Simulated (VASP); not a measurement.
# Ni (Im-3m) in VASP: further runs

Runs on Ni. Level: PBE. Tasks: single point.

Everything below comes from runs of VASP 6.6.1. Logs are shortened: lines on timing, memory, paths and dates and some standing lists are left out, and cuts for length are marked.

## Step 1: The cell of the first run

The structure is cubic, space group Im-3m (No. 229). The conventional cell has a = 2.756 Å, b = 2.756 Å, c = 2.756 Å, α = 90.00°, β = 90.00°, γ = 90.00°. Ni (site symmetry m-3m) has 14 Ni at 2.39 to 2.76 Å within 3.2 Å.

## Step 2: Single point, PBE

Input file INCAR:

```
SYSTEM = Ni
ALGO = Normal
EDIFF = 1E-6
ENCUT = 520
GGA = PE
ISIF = 2
ISMEAR = -1
LASPH = .True.
LCHARG = .False.
LREAL = .False.
LWAVE = .False.
NBANDS = 11
NELM = 60
PREC = Accurate
SIGMA = 0.06122561905347299
```

Input file KPOINTS:

```
k-points
0
Gamma
  55 55 55
  0 0 0
```

Input file POSCAR:

```
Ni
1.0
   -1.3779031377      1.3779031377      1.3779031377
    1.3779031377     -1.3779031377      1.3779031377
    1.3779031377      1.3779031377     -1.3779031377
Ni
1
Direct
    0.0000000000      0.0000000000      0.0000000000
```

Potentials or basis: VASP PAW PBE potentials, release 64 (Ni).

Run with:

```
$ cat potpaw_PBE.64/Ni/POTCAR > POTCAR
$ mpirun -np 1 vasp_std > vasp.out
```

OUTCAR:

```text
SYSTEM = Ni
   EDIFF = 1E-6
   ENCUT = 520
   GGA = PE
   ISIF = 2
   ISMEAR = -1
   LASPH = .True.
   LREAL = .False.
   NELM = 60
   PREC = Accurate

 ion  position               nearest neighbor table
   1  0.000  0.000  0.000-

  LATTYP: Found a body centered cubic cell.
 ALAT       =     2.7558062754

  Lattice vectors:

 A1 = (  -1.3779031377,   1.3779031377,   1.3779031377)
 A2 = (   1.3779031377,  -1.3779031377,   1.3779031377)
 A3 = (   1.3779031377,   1.3779031377,  -1.3779031377)

Analysis of symmetry for initial positions (statically):
=====================================================================
 Subroutine PRICEL returns:
 Original cell was already a primitive cell.

 Routine SETGRP: Setting up the symmetry group for a
 body centered cubic supercell.

 Subroutine GETGRP returns: Found 48 space group operations
 (whereof 48 operations were pure point group operations)
 out of a pool of 48 trial point group operations.

The static configuration has the point symmetry O_h .

Analysis of symmetry for dynamics (positions and initial velocities):
=====================================================================
 Subroutine PRICEL returns:
 Original cell was already a primitive cell.

 Routine SETGRP: Setting up the symmetry group for a
 body centered cubic supercell.

 Subroutine GETGRP returns: Found 48 space group operations
 (whereof 48 operations were pure point group operations)
 out of a pool of 48 trial point group operations.

The dynamic configuration has the point symmetry O_h .

 Subroutine INISYM returns: Found 48 space group operations
 (whereof 48 operations are pure point group operations),
 and found     1 'primitive' translations

----------------------------------------------------------------------------------------

                                     Primitive cell

  volume of cell :      10.4644

  direct lattice vectors                    reciprocal lattice vectors
    -1.377903138  1.377903138  1.377903138     0.000000000  0.362870209  0.362870209
     1.377903138 -1.377903138  1.377903138     0.362870209  0.000000000  0.362870209
     1.377903138  1.377903138 -1.377903138     0.362870209  0.362870209  0.000000000

  length of vectors
     2.386598242  2.386598242  2.386598242     0.513175971  0.513175971  0.513175971

  position of ions in fractional coordinates (direct lattice)
[... 76 lines left out ...]
   NELM   =     60;   NELMIN=  2; NELMDL= -5     # of ELM steps
   EDIFF  = 0.1E-05   stopping-criterion for ELM
   LREAL  =      F    real-space projection
   EDIFFG = 0.1E-04   stopping-criterion for IOM
   NSW    =      0    number of steps for IOM
   IBRION =     -1    ionic relax: 0-MD 1-quasi-New 2-CG
   NFREE  =      0    steps in history (QN), initial steepest desc. (CG)
   ISIF   =      2    stress and relaxation
   ISYM   =      2    0-nonsym 1-usesym 2-fastsym
   POTIM  = 0.5000    time-step for ionic-motion
   TEBEG  =    0.0;   TEEND  =   0.0 temperature during run
   PSTRESS=    0.0 pullay stress
   NELECT =      10.0000    total number of electrons
   NUPDOWN=      -1.0000    fix difference up-down
   EMIN   =  10.00;   EMAX   =-10.00  energy-range for DOS
   EFERMI =   0.00;   METHOD = LEGACY
   ISMEAR =    -1;   SIGMA  =   0.06  broadening in eV -4-tet -1-fermi 0-gaus
   EFERMI_NEDOS =   21; number of points for ismear=-14 and -15
   IALGO  =     38    algorithm
   IMIX   =      4    mixing-type and parameters
     AMIX     =   0.40;   BMIX     =  1.00
     AMIX_MAG =   1.60;   BMIX_MAG =  1.00
  volume/ion in A,a.u.               =      10.46        70.62
  Fermi-wavevector in a.u.,A,eV,Ry     =   1.612511  3.047205 35.377777  2.600193
  Thomas-Fermi vector in A             =   2.707730
   LORBIT       =      0    0 simple, 1 ext, 2 COOP (PROOUT), +10 PAW based schemes
   GGA     = PE    functional components
   LHFCALC =     F    Hartree Fock is set to
   AEXX    =    0.0000 exact exchange contribution
   IVDW    =     0    specifies the selected vdW correction
   LEPSILON=     F    determine dielectric tensor
   LRPA    =     F    only Hartree local field effects (RPA)
 non-spin polarized calculation
  energy-cutoff  :      520.00
  volume of cell :       10.46
 maximum number of plane-waves:       321
 NGX is ok and might be reduce to    18
   NGX =  9   NGY =  9   NGZ =  9

 number of electron      10.0000010 magnetization

 Free energy of the ion-electron system (eV)
  ---------------------------------------------------
  ext. energy  EPLUGINS =         0.00000000
  ---------------------------------------------------
  free energy    TOTEN  =        -5.36157714 eV

  energy without entropy =       -5.33758818  energy(sigma->0) =       -5.34958266

 E-fermi :   9.7345     XC(G=0): -13.4825

 val. band max:        9.7343761771   @ k =  -0.4182  -0.4364   0.0909
 cond. band min:       9.7346180120   @ k =  -0.3818   0.4909   0.0727
 fundamental gap:      0.0002418350
 Fermi energy:         9.7345172489

 k-point     1 :       0.0000    0.0000    0.0000
  band No.  band energies     occupation
      1       0.6441      2.00000
      2       7.7419      2.00000
      3       7.7419      2.00000
      4       7.7419      2.00000
      5       9.1437      1.99987
      6       9.1437      1.99987
      7      36.6245      0.00000
      8      36.6245      0.00000
      9      36.6245      0.00000
     10      41.8070      0.00000
     11      41.8070      0.00000
[... 309 lines left out ...]
 k-point    24 :       0.4182    0.0000    0.0000
  band No.  band energies     occupation
      1       5.0452      2.00000
      2       6.8025      2.00000
      3       8.9346      2.00000
      4       9.2158      1.99958
      5       9.2977      1.99841
      6       9.9751      0.03856
      7      18.3430      0.00000
      8      29.5885      0.00000
      9      30.9665      0.00000
     10      34.3283      0.00000
     11      37.9808      0.00000

 [... further k-points ...]
[... 5 lines left out ...]
  --------------------------------------------------------------------------------------
  -------------------------------------------------------------------------------------
  Total        0.5680938      0.5680938      0.5680938      0.0000000      0.0000000      0.0000000
  in kB       86.9790266     86.9790266     86.9790266      0.0000000      0.0000000      0.0000000
  external PRESSURE =      86.9790266 kB  Pullay stress =       0.0000000 kB

 VOLUME and BASIS-vectors are now :
 -----------------------------------------------------------------------------
  energy-cutoff  :      520.00
  volume of cell :       10.46
      direct lattice vectors                 reciprocal lattice vectors
    -1.377903138  1.377903138  1.377903138     0.000000000  0.362870209  0.362870209
     1.377903138 -1.377903138  1.377903138     0.362870209  0.000000000  0.362870209
     1.377903138  1.377903138 -1.377903138     0.362870209  0.362870209  0.000000000

 POSITION                                       TOTAL-FORCE (eV/Angst)
 -----------------------------------------------------------------------------------
      0.00000      0.00000      0.00000         0.000000      0.000000     -0.000000
 -----------------------------------------------------------------------------------
    total drift:                                0.000000      0.000000      0.000000

  FREE ENERGIE OF THE ION-ELECTRON SYSTEM (eV)
  ---------------------------------------------------
  free  energy   TOTEN  =        -5.3615771386 eV

  energy  without entropy=       -5.3375881761  energy(sigma->0) =       -5.34958266
```

It took 2.4 min on 1 thread of Intel Xeon 6975P-C (Granite Rapids), shared host; peak memory 0.59 GiB.

Results:

```yaml
Free_energy: -5.3616 eV
Pressure: 8.7 GPa
Band_gap_on_the_k_mesh: zero (band 5 reaches 10.15 eV, above the bottom of band 6 at 9.07 eV)
```

Caveat: the run has no spin polarisation, though such a crystal can be magnetic.

## Step 3: Single point, PBE

This run uses another cell than the first one, of 10.68 Å³/atom, 1.021 times its volume.

Input file INCAR:

```
SYSTEM = Ni
PREC     = Accurate       ! precision mode
ENCUT    = 520            ! plane-wave cutoff, eV
EDIFF    = 1E-7           ! SCF threshold, eV
ISMEAR   = -1             ! smearing method
SIGMA    = 0.06122561905347299 ! smearing width, eV
LREAL    = .False.        ! projectors in reciprocal space
LASPH    = .True.         ! aspherical terms in the spheres
NELM     = 100            ! most SCF steps
ALGO     = Normal         ! electronic algorithm
ISIF     = 2              ! what is computed and relaxed
LWAVE    = .False.        ! write WAVECAR
LCHARG   = .False.        ! write CHGCAR
GGA      = PE             ! functional
NBANDS   = 11             ! bands
```

Input file KPOINTS:

```
regular mesh
0
Gamma
  55 55 55
  0 0 0
```

Input file POSCAR:

```
Ni
1.0
   -1.3874062183      1.3874062183      1.3874062183
    1.3874062183     -1.3874062183      1.3874062183
    1.3874062183      1.3874062183     -1.3874062183
Ni
1
Direct
    0.0000000000      0.0000000000      0.0000000000
```

Potentials or basis: VASP PAW PBE potentials, release 64 (Ni).

Run with:

```
$ cat potpaw_PBE.64/Ni/POTCAR > POTCAR
$ mpirun -np 1 vasp_std > vasp.out
```

OUTCAR:

```text
SYSTEM = Ni
   PREC = Accurate
   ENCUT = 520
   EDIFF = 1E-7
   ISMEAR = -1
   LREAL = .False.
   LASPH = .True.
   NELM = 100
   ISIF = 2
   GGA = PE

 ion  position               nearest neighbor table
   1  0.000  0.000  0.000-

  LATTYP: Found a body centered cubic cell.
 ALAT       =     2.7748124366

  Lattice vectors:

 A1 = (  -1.3874062183,   1.3874062183,   1.3874062183)
 A2 = (   1.3874062183,  -1.3874062183,   1.3874062183)
 A3 = (   1.3874062183,   1.3874062183,  -1.3874062183)

Analysis of symmetry for initial positions (statically):
=====================================================================
 Subroutine PRICEL returns:
 Original cell was already a primitive cell.

 Routine SETGRP: Setting up the symmetry group for a
 body centered cubic supercell.

 Subroutine GETGRP returns: Found 48 space group operations
 (whereof 48 operations were pure point group operations)
 out of a pool of 48 trial point group operations.

The static configuration has the point symmetry O_h .

Analysis of symmetry for dynamics (positions and initial velocities):
=====================================================================
 Subroutine PRICEL returns:
 Original cell was already a primitive cell.

 Routine SETGRP: Setting up the symmetry group for a
 body centered cubic supercell.

 Subroutine GETGRP returns: Found 48 space group operations
 (whereof 48 operations were pure point group operations)
 out of a pool of 48 trial point group operations.

The dynamic configuration has the point symmetry O_h .

 Subroutine INISYM returns: Found 48 space group operations
 (whereof 48 operations are pure point group operations),
 and found     1 'primitive' translations

----------------------------------------------------------------------------------------

                                     Primitive cell

  volume of cell :      10.6825
[... 106 lines left out ...]
     AMIX     =   0.40;   BMIX     =  1.00
     AMIX_MAG =   1.60;   BMIX_MAG =  1.00
  volume/ion in A,a.u.               =      10.68        72.09
  Fermi-wavevector in a.u.,A,eV,Ry     =   1.601467  3.026333 34.894794  2.564695
  Thomas-Fermi vector in A             =   2.698440
   LORBIT       =      0    0 simple, 1 ext, 2 COOP (PROOUT), +10 PAW based schemes
   GGA     = PE    functional components
   LHFCALC =     F    Hartree Fock is set to
   AEXX    =    0.0000 exact exchange contribution
   IVDW    =     0    specifies the selected vdW correction
   LEPSILON=     F    determine dielectric tensor
   LRPA    =     F    only Hartree local field effects (RPA)
 non-spin polarized calculation
  energy-cutoff  :      520.00
  volume of cell :       10.68
 maximum number of plane-waves:       321
 NGX is ok and might be reduce to    18
   NGX =  9   NGY =  9   NGZ =  9

 number of electron      10.0000000 magnetization

 number of electron       9.9999999 magnetization

 Free energy of the ion-electron system (eV)
  ---------------------------------------------------
  ext. energy  EPLUGINS =         0.00000000
  ---------------------------------------------------
  free energy    TOTEN  =        -5.37013955 eV

  energy without entropy =       -5.34538332  energy(sigma->0) =       -5.35776143

 E-fermi :   9.4324     XC(G=0): -13.3594

 val. band max:        9.4321170544   @ k =  -0.3818   0.4000   0.1818
 cond. band min:       9.4328544134   @ k =  -0.3818   0.4364   0.2727
 fundamental gap:      0.0007373590
 Fermi energy:         9.4324372344

 k-point     1 :       0.0000    0.0000    0.0000
  band No.  band energies     occupation
      1       0.4889      2.00000
      2       7.4987      2.00000
      3       7.4987      2.00000
      4       7.4987      2.00000
      5       8.8603      1.99983
      6       8.8603      1.99983
      7      36.1092      0.00000
      8      36.1092      0.00000
      9      36.1092      0.00000
     10      41.1470      0.00000
     11      41.1470      0.00000
[... 309 lines left out ...]
 k-point    24 :       0.4182    0.0000    0.0000
  band No.  band energies     occupation
      1       4.8630      2.00000
      2       6.5884      2.00000
      3       8.6622      1.99999
      4       8.9381      1.99938
      5       9.0083      1.99804
      6       9.6645      0.04416
      7      17.8761      0.00000
      8      29.0969      0.00000
      9      30.3444      0.00000
     10      33.7199      0.00000
     11      37.2639      0.00000

 [... further k-points ...]
[... 5 lines left out ...]
  --------------------------------------------------------------------------------------
  -------------------------------------------------------------------------------------
  Total        0.2677781      0.2677781      0.2677781     -0.0000000      0.0000000      0.0000000
  in kB       40.1619463     40.1619463     40.1619463     -0.0000000      0.0000000      0.0000000
  external PRESSURE =      40.1619463 kB  Pullay stress =       0.0000000 kB

 VOLUME and BASIS-vectors are now :
 -----------------------------------------------------------------------------
  energy-cutoff  :      520.00
  volume of cell :       10.68
      direct lattice vectors                 reciprocal lattice vectors
    -1.387406218  1.387406218  1.387406218     0.000000000  0.360384719  0.360384719
     1.387406218 -1.387406218  1.387406218     0.360384719  0.000000000  0.360384719
     1.387406218  1.387406218 -1.387406218     0.360384719  0.360384719  0.000000000

 POSITION                                       TOTAL-FORCE (eV/Angst)
 -----------------------------------------------------------------------------------
      0.00000      0.00000      0.00000         0.000000     -0.000000      0.000000
 -----------------------------------------------------------------------------------
    total drift:                                0.000000      0.000000      0.000000

  FREE ENERGIE OF THE ION-ELECTRON SYSTEM (eV)
  ---------------------------------------------------
  free  energy   TOTEN  =        -5.3701395456 eV

  energy  without entropy=       -5.3453833183  energy(sigma->0) =       -5.35776143
```

stdout:

```text
POSCAR found type information on POSCAR Ni
 POSCAR found :  1 types and       1 ions
 scaLAPACK will be used
 LDA part: xc-table for (Slater+PW92), standard interpolation
 POSCAR, INCAR and KPOINTS ok, starting setup
 FFT: planning ... GRIDC
 FFT: planning ... GRID_SOFT
 FFT: planning ... GRID
 WAVECAR not read
 entering main loop
```

Wall time 2.7 min (1 thread of Intel Xeon 6975P-C (Granite Rapids), shared host); peak memory 0.59 GiB.

Results:

- Free energy: -5.3701 eV
- Pressure: 4.0 GPa
- Band gap on the k mesh: zero (band 5 reaches 9.84 eV, above the bottom of band 6 at 8.79 eV)

Levels at points of the mesh, in eV from the Fermi level:
```tsv
k point	band 3	band 4	band 5	band 6	band 7	band 8
(0.00, 0.00, 0.00)	-1.93	-1.93	-0.57	-0.57	26.68	26.68
```

Caveat: the run has no spin polarisation, though such a crystal can be magnetic.
